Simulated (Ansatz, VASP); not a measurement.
## InP3 in VASP and in Ansatz

INCAR

```
SYSTEM = InP3
PREC = Accurate
ENCUT = 520
EDIFF = 1E-7
ISMEAR = 0
SIGMA = 0.15
LREAL = .FALSE.
LASPH = .TRUE.
NELM = 60
ALGO = Normal
ISIF = 2
LWAVE = .FALSE.
LCHARG = .TRUE.
GGA = PS
LELF = .TRUE.
LVHAR = .TRUE.
NBANDS = 38
```

The input KPOINTS:

```
Automatic mesh
0
G
  6 6 6
  0 0 0
```

Contents of POSCAR:

```
InP3
1.0
    4.0121857222      2.3164365067      3.1482012300
   -4.0121857222      2.3164365067      3.1482012300
    0.0000000000     -4.6328730135      3.1482012299
In P
2 6
Direct
    0.2732789115      0.2732789115      0.2732789115
    0.7267210885      0.7267210885      0.7267210885
    0.7947108827      0.2411926280      0.7947108827
    0.7947108827      0.7947108827      0.2411926280
    0.2411926280      0.7947108827      0.7947108827
    0.2052891173      0.7588073720      0.2052891173
    0.7588073720      0.2052891173      0.2052891173
    0.2052891173      0.2052891173      0.7588073720
```

Input for Ansatz:

```yaml
crystal:
  lattice:
    - [4.0121857222, 2.3164365067, 3.14820123]
    - [-4.0121857222, 2.3164365067, 3.14820123]
    - [0.0, -4.6328730135, 3.1482012299]
  atoms:
    - { symbol: In, position: [0.2732789115, 0.2732789115, 0.2732789115] }
    - { symbol: In, position: [0.7267210885, 0.7267210885, 0.7267210885] }
    - { symbol: P, position: [0.7947108827, 0.241192628, 0.7947108827] }
    - { symbol: P, position: [0.7947108827, 0.7947108827, 0.241192628] }
    - { symbol: P, position: [0.241192628, 0.7947108827, 0.7947108827] }
    - { symbol: P, position: [0.2052891173, 0.758807372, 0.2052891173] }
    - { symbol: P, position: [0.758807372, 0.2052891173, 0.2052891173] }
    - { symbol: P, position: [0.2052891173, 0.2052891173, 0.758807372] }
basis:
  ecutwfc: 420
kpoints:
  mp_grid: { grid: [6, 6, 6] }
hamiltonian:
  xc: pbesol
scf:
  occupations: { method: gaussian, width: 0.15 }
output:
  forces: true
  stress: true
  eigenvalues: true
```

Change from the starting cell: strain +0.080 along x and y, -0.040 along z, atoms carried along.

Alike in both runs: task single point; functional PBEsol; k mesh 6 × 6 × 6; occupations gaussian, width 0.15 eV; no spin polarisation.

|  | VASP | Ansatz |
| --- | --- | --- |
| version | VASP 6.6.1 | Ansatz 0.2.0 |
| potentials or method | VASP PAW PBE potentials, release 64 (In_d, P), cutoff 520 eV | scalar-relativistic, plane waves, PAW |
| valence electrons in the cell | 56 | 56 |

|  | VASP | Ansatz | Ansatz less VASP |
| --- | --- | --- | --- |
| gap on the k mesh at the Fermi level (eV) | none | none | - |
| pressure (GPa) | -8.7 | -8.7 | +0.01 |
| traceless stress, the component that is largest in VASP (GPa) | 6.03 | 6.01 | -0.026 |
| rms of the force components (eV/Å) | 0.404 | 0.397 | -0.0069 |

VASP's potentials were made for PBE, not for PBEsol. Atom by atom the forces differ by 0.008 eV/Å (rms over components). A gap of «none» marks a metal or a gap that the smearing closes. With one functional, cell and mesh, what is left measures potentials, basis and numerics.
